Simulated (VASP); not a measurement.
# FePt (R-3m) in VASP: further runs

The runs below take FePt through single point, with PBE.

Everything below comes from runs of VASP 6.6.1. Logs are shortened: lines on timing, memory, paths and dates and some standing lists are left out, and cuts for length are marked.

## Step 1: The cell of the first run

It takes space group R-3m (No. 166, trigonal). Conventional cell: a = 2.731 Å, b = 2.731 Å, c = 13.129 Å, α = 90.00°, β = 90.00°, γ = 120.00°. Within 3.6 Å of Fe (site symmetry -3m) lie 6 Pt at 2.70 Å and 6 Fe at 2.73 Å. Within 3.6 Å of Pt (site symmetry -3m) lie 6 Fe at 2.70 Å and 6 Pt at 2.73 Å.

## Step 2: Single point, PBE, collinear spin, ferromagnetic start

The input, INCAR:

```
ALGO = Normal ; EDIFF = 1E-7
ENCUT = 520 ; GGA = PE
ISIF = 2 ; ISMEAR = 0
ISPIN = 2 ; LASPH = True
LCHARG = False ; LMAXMIX = 4
LORBIT = 11 ; LREAL = False
LWAVE = False ; MAGMOM = 3 0
NBANDS = 20 ; NELM = 150
PREC = Accurate ; SIGMA = 0.1
```

The input, KPOINTS:

```
k-points
0
Gamma
  18 18 18
```

The input, POSCAR:

```
FePt
1.0
   -1.8829287838     -1.8829287838     -3.8139328512
   -1.8829287838     -3.8139328512     -1.8829287838
   -3.8139328512     -1.8829287838     -1.8829287838
Fe Pt
1 1
Direct
    0.0000000000      0.0000000000      0.0000000000
    0.5000000000      0.5000000000      0.5000000000
```

Potentials or basis: VASP PAW PBE potentials, release 64 (Fe, Pt).

Launch:

```sh
> cat potpaw_PBE.64/Fe/POTCAR potpaw_PBE.64/Pt/POTCAR > POTCAR
> mpirun -np 1 vasp_std > vasp.out
```

OUTCAR:

```text
EDIFF = 1E-7
   ENCUT = 520
   GGA = PE
   ISIF = 2
   ISMEAR = 0
   ISPIN = 2
   LASPH = True
   LORBIT = 11
   LREAL = False
   NELM = 150
   PREC = Accurate

 ion  position               nearest neighbor table
   1  0.000  0.000  0.000-   2 2.70   2 2.70   2 2.70   2 2.70   2 2.70   2 2.70
   2  0.500  0.500  0.500-   1 2.70   1 2.70   1 2.70   1 2.70   1 2.70   1 2.70

  LATTYP: Found a trigonal (rhomboedric) cell.
 ALAT       =     4.6515508600
 COS(alpha) =     0.8276660552

  Lattice vectors:

 A1 = (  -1.8829287838,  -1.8829287838,  -3.8139328512)
 A2 = (  -1.8829287838,  -3.8139328512,  -1.8829287838)
 A3 = (  -3.8139328512,  -1.8829287838,  -1.8829287838)

Analysis of symmetry for initial positions (statically):
=====================================================================
 Subroutine PRICEL returns:
 Original cell was already a primitive cell.

 Routine SETGRP: Setting up the symmetry group for a
 trigonal (rhombohedral) supercell.

 Subroutine GETGRP returns: Found 12 space group operations
 (whereof 12 operations were pure point group operations)
 out of a pool of 12 trial point group operations.

The static configuration has the point symmetry D_3d.

Analysis of symmetry for dynamics (positions and initial velocities):
=====================================================================
 Subroutine PRICEL returns:
 Original cell was already a primitive cell.

 Routine SETGRP: Setting up the symmetry group for a
 trigonal (rhombohedral) supercell.

 Subroutine GETGRP returns: Found 12 space group operations
 (whereof 12 operations were pure point group operations)
 out of a pool of 12 trial point group operations.

The dynamic configuration has the point symmetry D_3d.

Analysis of structural, dynamic, and magnetic symmetry:
=====================================================================
 Subroutine PRICEL returns:
 Original cell was already a primitive cell.

 Routine SETGRP: Setting up the symmetry group for a
 trigonal (rhombohedral) supercell.

 Subroutine GETGRP returns: Found 12 space group operations
 (whereof 12 operations were pure point group operations)
 out of a pool of 12 trial point group operations.

The overall configuration has the point symmetry D_3d.

 Subroutine INISYM returns: Found 12 space group operations
 (whereof 12 operations are pure point group operations),
 and found     1 'primitive' translations

----------------------------------------------------------------------------------------

                                     Primitive cell

  volume of cell :      28.2633

  direct lattice vectors                    reciprocal lattice vectors
    -1.882928784 -1.882928784 -3.813932851     0.128645177  0.128645177 -0.389220123
    -1.882928784 -3.813932851 -1.882928784     0.128645177 -0.389220123  0.128645177
    -3.813932851 -1.882928784 -1.882928784    -0.389220123  0.128645177  0.128645177

  length of vectors
     4.651550860  4.651550860  4.651550860     0.429641091  0.429641091  0.429641091

  position of ions in fractional coordinates (direct lattice)
     0.000000000  0.000000000  0.000000000
     0.500000000  0.500000000  0.500000000

  ion indices of the primitive-cell ions
   primitive index   ion index
                 1           1
                 2           2

----------------------------------------------------------------------------------------

 KPOINTS: k-points

Automatic generation of k-mesh.
 Grid dimensions read from file:
 generate k-points for:   18   18   18

 Generating k-lattice:

  Cartesian coordinates                     Fractional coordinates (reciprocal lattice)
     0.007146954  0.007146954 -0.021623340     0.055555556  0.000000000  0.000000000
     0.007146954 -0.021623340  0.007146954     0.000000000  0.055555556 -0.000000000
    -0.021623340  0.007146954  0.007146954     0.000000000 -0.000000000  0.055555556

  Length of vectors
     0.023868949  0.023868949  0.023868949

  Shift w.r.t. Gamma in fractional coordinates (k-lattice)
     0.000000000  0.000000000  0.000000000

 Subroutine IBZKPT returns following result:
 ===========================================

 Found    580 irreducible k-points:

 Following reciprocal coordinates:
            Coordinates               Weight
  0.000000  0.000000  0.000000      1.000000
  0.055556 -0.000000 -0.000000      6.000000
  0.111111 -0.000000 -0.000000      6.000000
  0.166667 -0.000000 -0.000000      6.000000
  0.222222  0.000000  0.000000      6.000000
  0.277778 -0.000000 -0.000000      6.000000
[... 16 lines left out ...]
 -0.277778  0.055556  0.000000     12.000000
 -0.222222  0.055556 -0.000000     12.000000
 [... further k-points ...]
   k-points           NKPTS =    580   k-points in BZ     NKDIM =    580   number of bands    NBANDS=     20
   number of dos      NEDOS =    301   number of ions     NIONS =      2
   total plane-waves  NPLWV =  46656
   dimension x,y,z NGX =    36 NGY =   36 NGZ =   36
   dimension x,y,z NGXF=    72 NGYF=   72 NGZF=   72
   ions per type =               1   1
   NGX,Y,Z   is equivalent  to a cutoff of  12.87, 12.87, 12.87 a.u.
   NGXF,Y,Z  is equivalent  to a cutoff of  25.73, 25.73, 25.73 a.u.
 SYSTEM =  unknown system
   PREC   = accura    normal or accurate (medium, high low for compatibility)
   ISTART =      0    job   : 0-new  1-cont  2-samecut
   ICHARG =      2    charge: 1-file 2-atom 10-const
   ISPIN  =      2    spin polarized calculation?
   LNONCOLLINEAR =      F non collinear calculations
   LSORBIT =      F    spin-orbit coupling
   LASPH  =      T    aspherical Exc in radial PAW
   ENCUT  =  520.0 eV  38.22 Ry    6.18 a.u.   8.65  8.65  8.65*2*pi/ulx,y,z
   NELM   =    150;   NELMIN=  2; NELMDL= -5     # of ELM steps
   EDIFF  = 0.1E-06   stopping-criterion for ELM
   LREAL  =      F    real-space projection
   EDIFFG = 0.1E-05   stopping-criterion for IOM
   NSW    =      0    number of steps for IOM
   IBRION =     -1    ionic relax: 0-MD 1-quasi-New 2-CG
   NFREE  =      0    steps in history (QN), initial steepest desc. (CG)
   ISIF   =      2    stress and relaxation
   ISYM   =      2    0-nonsym 1-usesym 2-fastsym
   POTIM  = 0.5000    time-step for ionic-motion
   TEBEG  =    0.0;   TEEND  =   0.0 temperature during run
   PSTRESS=    0.0 pullay stress
   NELECT =      18.0000    total number of electrons
   NUPDOWN=      -1.0000    fix difference up-down
   EMIN   =  10.00;   EMAX   =-10.00  energy-range for DOS
   EFERMI =   0.00;   METHOD = LEGACY
   ISMEAR =     0;   SIGMA  =   0.10  broadening in eV -4-tet -1-fermi 0-gaus
   EFERMI_NEDOS =   21; number of points for ismear=-14 and -15
   IALGO  =     38    algorithm
   IMIX   =      4    mixing-type and parameters
     AMIX     =   0.40;   BMIX     =  1.00
     AMIX_MAG =   1.60;   BMIX_MAG =  1.00
  volume/ion in A,a.u.               =      14.13        95.37
  Fermi-wavevector in a.u.,A,eV,Ry     =   1.408503  2.661685 26.992340  1.983881
  Thomas-Fermi vector in A             =   2.530654
   LORBIT       =     11    0 simple, 1 ext, 2 COOP (PROOUT), +10 PAW based schemes
   GGA     = PE    functional components
   LHFCALC =     F    Hartree Fock is set to
   AEXX    =    0.0000 exact exchange contribution
   IVDW    =     0    specifies the selected vdW correction
   LEPSILON=     F    determine dielectric tensor
   LRPA    =     F    only Hartree local field effects (RPA)
 spin polarized calculation
 Gauss-broadening in eV      SIGMA  =   0.10
  energy-cutoff  :      520.00
  volume of cell :       28.26
 maximum number of plane-waves:       774
   NGX = 17   NGY = 17   NGZ = 17

 number of electron      17.9999998 magnetization       3.2071727

 Free energy of the ion-electron system (eV)
  ---------------------------------------------------
  ext. energy  EPLUGINS =         0.00000000
  ---------------------------------------------------
  free energy    TOTEN  =       -14.58914902 eV

  energy without entropy =      -14.58189653  energy(sigma->0) =      -14.58552277

 E-fermi :   8.4387     XC(G=0): -12.9144

 val. band max:        8.4363733923   @ k =  -0.3889   0.3333   0.0000
 cond. band min:       8.4390672936   @ k =   0.4444   0.1667   0.0556
 fundamental gap:      0.0026939013
 Fermi energy:         8.4387169026

 spin component 1

 k-point     1 :       0.0000    0.0000    0.0000
  band No.  band energies     occupation
      1      -1.1508      1.00000
      2       2.0390      1.00000
      3       4.4705      1.00000
      4       4.4705      1.00000
      5       5.3953      1.00000
      6       5.4460      1.00000
[... 12 lines left out ...]
     19      30.4133      0.00000
     20      31.1891      0.00000
[... 507 lines left out ...]
 k-point    24 :      -0.2222    0.0556   -0.0000
  band No.  band energies     occupation
      1       0.8834      1.00000
      2       3.0742      1.00000
      3       3.9220      1.00000
      4       4.1595      1.00000
      5       5.4234      1.00000
      6       5.4367      1.00000
[... 12 lines left out ...]
     19      28.6637      0.00000
     20      30.5335      0.00000

 [... further k-points ...]

 spin component 2

 k-point     1 :       0.0000    0.0000    0.0000
  band No.  band energies     occupation
      1      -1.0337      1.00000
      2       2.3598      1.00000
      3       4.8369      1.00000
      4       4.8369      1.00000
      5       6.6666      1.00000
      6       6.6666      1.00000
[... 12 lines left out ...]
     19      30.3798      0.00000
     20      31.2463      0.00000
[... 507 lines left out ...]
 k-point    24 :      -0.2222    0.0556   -0.0000
  band No.  band energies     occupation
      1       1.0259      1.00000
      2       3.3501      1.00000
      3       4.3328      1.00000
      4       4.4733      1.00000
      5       6.3459      1.00000
      6       6.6490      1.00000
[... 12 lines left out ...]
     19      28.7917      0.00000
     20      30.6177      0.00000

 [... further k-points ...]

------------------------ aborting loop because EDIFF is reached ----------------------------------------

  FORCE on cell =-STRESS in cart. coord.  units (eV):
  Direction    XX          YY          ZZ          XY          YZ          ZX
  --------------------------------------------------------------------------------------
  -------------------------------------------------------------------------------------
  Total       -0.0676755     -0.0676755     -0.0676755      0.0086746      0.0086746      0.0086746
  in kB       -3.8363529     -3.8363529     -3.8363529      0.4917392      0.4917392      0.4917392
  external PRESSURE =      -3.8363529 kB  Pullay stress =       0.0000000 kB

 VOLUME and BASIS-vectors are now :
 -----------------------------------------------------------------------------
  energy-cutoff  :      520.00
  volume of cell :       28.26
      direct lattice vectors                 reciprocal lattice vectors
    -1.882928784 -1.882928784 -3.813932851     0.128645177  0.128645177 -0.389220123
    -1.882928784 -3.813932851 -1.882928784     0.128645177 -0.389220123  0.128645177
    -3.813932851 -1.882928784 -1.882928784    -0.389220123  0.128645177  0.128645177

 POSITION                                       TOTAL-FORCE (eV/Angst)
 -----------------------------------------------------------------------------------
      0.00000      0.00000      0.00000         0.000000      0.000000      0.000000
     -3.78990     -3.78990     -3.78990        -0.000000     -0.000000     -0.000000
 -----------------------------------------------------------------------------------
    total drift:                               -0.000000     -0.000000     -0.000000

  FREE ENERGIE OF THE ION-ELECTRON SYSTEM (eV)
  ---------------------------------------------------
  free  energy   TOTEN  =       -14.5891490206 eV

  energy  without entropy=      -14.5818965279  energy(sigma->0) =      -14.58552277

 total charge

# of ion       s       p       d       tot
------------------------------------------
    1        0.402   0.417   6.126   6.946
    2        0.696   0.659   8.038   9.393
--------------------------------------------------
tot          1.098   1.076  14.164  16.338

 magnetization (x)

# of ion       s       p       d       tot
------------------------------------------
    1       -0.004  -0.019   2.930   2.908
    2       -0.012  -0.043   0.345   0.291
--------------------------------------------------
tot         -0.016  -0.061   3.276   3.199
```

Wall time 18 min (1 thread of AMD EPYC 9R45 (Zen 5), shared host); peak memory 0.63 GiB.

What came out:

* Free energy: -14.5891 eV
* Pressure: -0.4 GPa
* Net moment: 3.21 μB per cell
* Site moments: Fe +2.91; Pt +0.29 μB
* Valence electrons inside the program's atomic spheres: Fe 6.95; Pt 9.39

Caveat: spin-orbit coupling is left out, which moves the levels of the heavy elements.

## Step 3: Single point, PBE, collinear spin, ferromagnetic start

The input, INCAR:

```
SYSTEM = FePt
  ALGO = Normal
  EDIFF = 1E-6
  ENCUT = 520
  GGA = PE
  ISIF = 2
  ISMEAR = 0
  ISPIN = 2
  LASPH = .True.
  LCHARG = .False.
  LMAXMIX = 4
  LORBIT = 11
  LREAL = .False.
  LWAVE = .False.
  MAGMOM = 0.5 0
  NBANDS = 20
  NELM = 150
  PREC = Accurate
  SIGMA = 0.1
```

The input, KPOINTS:

```
k-points
0
Gamma
  18 18 18
  0 0 0
```

POSCAR is that of step 2.

Potentials or basis: VASP PAW PBE potentials, release 64 (Fe, Pt).

Launch:

```sh
> cat potpaw_PBE.64/Fe/POTCAR potpaw_PBE.64/Pt/POTCAR > POTCAR
> mpirun -np 1 vasp_std > vasp.out
```

OUTCAR:

```text
SYSTEM = FePt
   EDIFF = 1E-6
   ENCUT = 520
   GGA = PE
   ISIF = 2
   ISMEAR = 0
   ISPIN = 2
   LASPH = .True.
   LORBIT = 11
   LREAL = .False.
   NELM = 150
   PREC = Accurate

 ion  position               nearest neighbor table
   1  0.000  0.000  0.000-   2 2.70   2 2.70   2 2.70   2 2.70   2 2.70   2 2.70
   2  0.500  0.500  0.500-   1 2.70   1 2.70   1 2.70   1 2.70   1 2.70   1 2.70

  LATTYP: Found a trigonal (rhomboedric) cell.
 ALAT       =     4.6515508600
 COS(alpha) =     0.8276660552

  Lattice vectors:

 A1 = (  -1.8829287838,  -1.8829287838,  -3.8139328512)
[... 1321 lines left out ...]

 VOLUME and BASIS-vectors are now :
 -----------------------------------------------------------------------------
  energy-cutoff  :      520.00
  volume of cell :       28.26
      direct lattice vectors                 reciprocal lattice vectors
    -1.882928784 -1.882928784 -3.813932851     0.128645177  0.128645177 -0.389220123
    -1.882928784 -3.813932851 -1.882928784     0.128645177 -0.389220123  0.128645177
    -3.813932851 -1.882928784 -1.882928784    -0.389220123  0.128645177  0.128645177

 POSITION                                       TOTAL-FORCE (eV/Angst)
 -----------------------------------------------------------------------------------
      0.00000      0.00000      0.00000         0.000000      0.000000     -0.000000
     -3.78990     -3.78990     -3.78990        -0.000000     -0.000000      0.000000
 -----------------------------------------------------------------------------------
    total drift:                               -0.000000     -0.000000     -0.000000

  FREE ENERGIE OF THE ION-ELECTRON SYSTEM (eV)
  ---------------------------------------------------
  free  energy   TOTEN  =       -13.8574995674 eV

  energy  without entropy=      -13.8345898160  energy(sigma->0) =      -13.84604469

 total charge

# of ion       s       p       d       tot
------------------------------------------
    1        0.390   0.400   6.205   6.995
    2        0.691   0.660   7.967   9.318
--------------------------------------------------
tot          1.081   1.060  14.172  16.313

 magnetization (x)

# of ion       s       p       d       tot
------------------------------------------
    1        0.000   0.000  -0.000  -0.000
    2        0.000   0.000  -0.000  -0.000
--------------------------------------------------
tot          0.000   0.000  -0.000  -0.000
```

OSZICAR:

```text
N       E                     dE             d eps       ncg     rms          rms(c)
DAV:   1     0.924664792099E+02    0.92466E+02   -0.82606E+03 49188   0.986E+02
DAV:   2    -0.118786380039E+02   -0.10435E+03   -0.92223E+02 47452   0.215E+02
DAV:   3    -0.157093454131E+02   -0.38307E+01   -0.36910E+01 54280   0.469E+01
DAV:   4    -0.157536016544E+02   -0.44256E-01   -0.44216E-01 51980   0.428E+00
[... 20 lines left out ...]
DAV:  25    -0.138574932261E+02   -0.59593E-05   -0.97037E-05 70840   0.629E-02    0.109E-02
DAV:  26    -0.138574968860E+02   -0.36599E-05   -0.10484E-04 62072   0.665E-02    0.664E-03
DAV:  27    -0.138574983757E+02   -0.14896E-05   -0.22366E-04 69444   0.969E-02    0.242E-03
DAV:  28    -0.138574995062E+02   -0.11305E-05   -0.22491E-06 41856   0.111E-02    0.122E-03
DAV:  29    -0.138574995674E+02   -0.61224E-07   -0.33301E-07 23536   0.421E-03
   1 F= -.13857500E+02 E0= -.13846045E+02  d E =-.229098E-01  mag=    -0.0001
```

Wall time 36 min (1 thread of Intel Xeon Platinum 8488C (Sapphire Rapids), shared host); peak memory 0.68 GiB.

What came out:

```
Free energy                                           : -13.8575 eV
Pressure                                              : -15.1 GPa
Band gap on the k mesh                                : zero (filled and empty bands overlap)
Net moment                                            : 0.00 μB per cell
Valence electrons inside the program's atomic spheres : Fe 7.00; Pt 9.32
```

Caveat: the cell stands under tension; spin-orbit coupling is left out, which moves the levels of the heavy elements.

## Step 4: Single point, PBE, collinear spin, antiferromagnetic start

This run uses another cell than the first one: it holds 4 atoms, not 2.

The input, INCAR:

```
  PREC = Accurate
  ENCUT = 520
  EDIFF = 1E-6
  ISMEAR = 0
  SIGMA = 0.1
  LREAL = False
  LASPH = True
  NELM = 150
  ALGO = Fast
  ISIF = 2
  LWAVE = False
  LCHARG = False
  ISPIN = 2
  MAGMOM = 3 -3 0 0
  LORBIT = 11
  LMAXMIX = 4
  GGA = PE
  NBANDS = 30
  KPAR = 4
```

The input, KPOINTS:

```
Automatic mesh
0
Gamma
  18 18 9
```

The input, POSCAR:

```
FePt
1.0
   -5.6968616350     -3.7658575676     -5.6968616350
   -5.6968616350     -5.6968616350     -3.7658575676
   -7.6278657024     -3.7658575676     -3.7658575676
Fe Pt
2 2
Direct
    0.0000000000      0.0000000000      0.0000000000
    0.0000000000      0.0000000000      0.5000000000
    0.5000000000      0.5000000000      0.2500000000
    0.5000000000      0.5000000000      0.7500000000
```

Launch:

```sh
> cat potpaw_PBE.64/Fe/POTCAR potpaw_PBE.64/Pt/POTCAR > POTCAR
> mpirun -np 4 vasp_std > vasp.out
```

It took 52 min on 4 MPI ranks of Intel Xeon Platinum 8259CL at 2.50GHz (Skylake/Cascade Lake), shared host; peak memory 1.5 GiB.

Results (log left out):

```yaml
Free_energy: -29.1570 eV
Pressure: -1.5 GPa
Band_gap_on_the_k_mesh: zero (filled and empty bands overlap)
Net_moment: 0.00 μB per cell
Site_moments: Fe +2.86, -2.86; Pt +0.00 μB
Valence_electrons_inside_the_program's_atomic_spheres: Fe 6.95; Pt 9.39
```

Stress tensor (GPa, compression positive):
```
-1.52 -0.76 -0.76
-0.76 -1.52 -0.76
-0.76 -0.76 -1.52
```

Levels at points of the mesh, in eV from the Fermi level:
Spin up:
```tsv
k point	band 15	band 16	band 17	band 18	band 19	band 20	band 21	band 22	band 23	band 24
(0.00, 0.00, 0.00)	-1.54	-1.54	-1.35	-1.35	-1.16	-0.49	0.19	0.19	1.18	1.18
(0.50, 0.00, 0.00)	-0.69	0.05	0.10	0.11	0.56	1.11	1.63	1.70	2.51	3.09
```
Spin down:
| k point | band 16 | band 17 | band 18 | band 19 | band 20 | band 21 | band 22 | band 23 |
| --- | --- | --- | --- | --- | --- | --- | --- | --- |
| (0.00, 0.00, 0.00) | -1.54 | -1.35 | -1.35 | -1.16 | -0.49 | 0.19 | 0.19 | 1.18 |
| (0.50, 0.00, 0.00) | 0.05 | 0.10 | 0.11 | 0.56 | 1.11 | 1.63 | 1.70 | 2.51 |

Caveat: spin-orbit coupling is left out, which moves the levels of the heavy elements.
